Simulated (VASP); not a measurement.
A run of VASP 6.6.1 is set up as follows.

File INCAR:

```
PREC     = Accurate       # precision mode
ENCUT    = 600            # plane-wave cutoff, eV
EDIFF    = 1E-7           # SCF threshold, eV
ISMEAR   = 0              # smearing method
SIGMA    = 0.1            # smearing width, eV
LREAL    = F              # projectors in reciprocal space
LASPH    = T              # aspherical terms in the spheres
NELM     = 100            # most SCF steps
ALGO     = Normal         # electronic algorithm
ISIF     = 3              # what is computed and relaxed
LWAVE    = F              # write WAVECAR
LCHARG   = F              # write CHGCAR
GGA      = PE             # functional
IBRION   = 2              # ionic algorithm
NSW      = 90             # ionic steps
EDIFFG   = -0.04          # ionic threshold
```

File KPOINTS:

```
regular mesh
0
Gamma
  6 6 6
```

Contents of POSCAR:

```
InAs2
1.0
    1.8670159364      1.0779221535      5.6388657347
   -1.8670159364      1.0779221535      5.6388657347
    0.0000000000     -2.1558443069      5.6388657347
In As
1 2
Direct
    0.0000000000      0.0000000000      0.0000000000
    0.7500000000      0.7500000000      0.7500000000
    0.2500000000      0.2500000000      0.2500000000
```

Potentials or basis: VASP PAW PBE potentials, release 64 (In_d, As).

Launch:

```console
$ cat potpaw_PBE.64/In_d/POTCAR potpaw_PBE.64/As/POTCAR > POTCAR
$ mpirun -np 1 vasp_std > vasp.out
```

Problem. Estimate the band gap on the k mesh.

Solution. Zero (an odd number of electrons rules out a gap without spin polarisation).

Problem. Estimate the space group after relaxing (to 0.1 Å).

Solution. R-3m (No. 166).

Problem. Estimate the relaxed cell.

Solution. a = 7.148 Å, b = 7.148 Å, c = 7.148 Å, α = 29.38°, β = 29.38°, γ = 29.38°.

Problem. Predict the relaxed volume.

Solution. 25.93 Å³/atom.

Stress tensor (GPa, compression positive):
```
-0.14  0.00  0.00
 0.00 -0.14  0.00
 0.00  0.00 -0.05
```

Caveat: a cell axis changed by over 15 % at a fixed basis, so the end point is rough; spin-orbit coupling is left out, which moves the levels of the heavy elements; an odd number of electrons without spin polarisation forces a metal; a magnetic or distorted state may lie lower.
